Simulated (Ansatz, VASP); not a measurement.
CuO: VASP beside Ansatz

```
Cu O
1.0
     2.34185   -1.71130    0.00000
     2.34185    1.71130    0.00000
    -0.85003    0.00000    5.05787
Cu O
2 2
Direct
  0.50000 0.00000 0.50000
  0.00000 0.50000 0.00000
  0.41840 0.58160 0.75000
  0.58160 0.41840 0.25000
```

Alike in both runs: task single point; functional RPBE; dispersion D4; k mesh 10 × 10 × 5; occupations fermi-dirac, width 0.05 eV; no spin polarisation.

```csv
,VASP,Ansatz
version,VASP 6.6.1,Ansatz 0.2.0
potentials or method,"VASP PAW PBE potentials, release 64 (Cu, O)",Ansatz PAW
plane-wave cutoff (eV),520,420
valence electrons in the cell,34,50
```

```csv
,VASP,Ansatz,Ansatz less VASP
gap on the k mesh at the Fermi level (eV),none,none,-
pressure (GPa),2.5,1.8,-0.68
"traceless stress, the component that is largest in VASP (GPa)",-1.83,-1.74,+0.080
rms of the force components (eV/Å),0.057,0.074,+0.0175
```

VASP's potentials were made for PBE, not for RPBE. Atom by atom the forces differ by 0.017 eV/Å (rms over components). A gap of «none» marks a metal or a gap that the smearing closes. VASP's potentials hold 34 valence electrons a cell and Ansatz's 50, so a difference there can come from the potentials and not from the codes.
